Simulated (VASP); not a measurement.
Crystal: PbS.

```
CELL_PARAMETERS angstrom
4.08970 0.00000 0.00000
-2.04485 3.54178 0.00000
0.00000 0.00000 3.78817
ATOMIC_POSITIONS crystal
Pb 0.00000 0.00000 0.00000
S 0.66667 0.33333 0.50000
```

| Property | Result |
| --- | --- |
| Program | VASP 6.6.1 |
| Task | relaxation of cell and atoms |
| Functional | revPBE |
| Dispersion | D4 |
| Potentials or basis | VASP PAW PBE potentials, release 64 (Pb_d, S) |
| Cutoff | 600 eV |
| k mesh | 8 × 8 × 7 |
| Occupations | fermi-dirac, width 0.05 eV |
| Spin | no spin polarisation |

At the start: pressure -1.7 GPa; volume 27.44 Å³/atom.

Problem. Where does the relaxation end?

Solution. Over 5 steps the energy falls by 6.8 meV/atom and the volume is 26.31 Å³/atom (-4.1 %); space group P-6m2 (No. 187, to 0.1 Å) before and after.

Step by step:
```
step  energy change (eV)  largest force (eV/Å)  pressure (GPa)  volume (Å³)
   1              0.0000                0.0000           -1.73        54.87
   2             -0.0118                0.0000            0.29        52.55
   3             -0.0119                0.0000            0.06        52.78
   4             -0.0132                0.0000            0.01        52.70
   5             -0.0135                0.0000           -0.02        52.62
```

Final structure:
```xyz
2
Lattice="4.0092 0.0000 0.0000 -2.0046 3.4720 0.0000 0.0000 0.0000 3.7803" Properties=species:S:1:pos:R:3 pbc="T T T"
Pb    0.0000    0.0000    0.0000
S     2.0046    1.1573    1.8901
```

Caveat: the PAW data sets were made with another functional, which shifts forces and pressure a little.
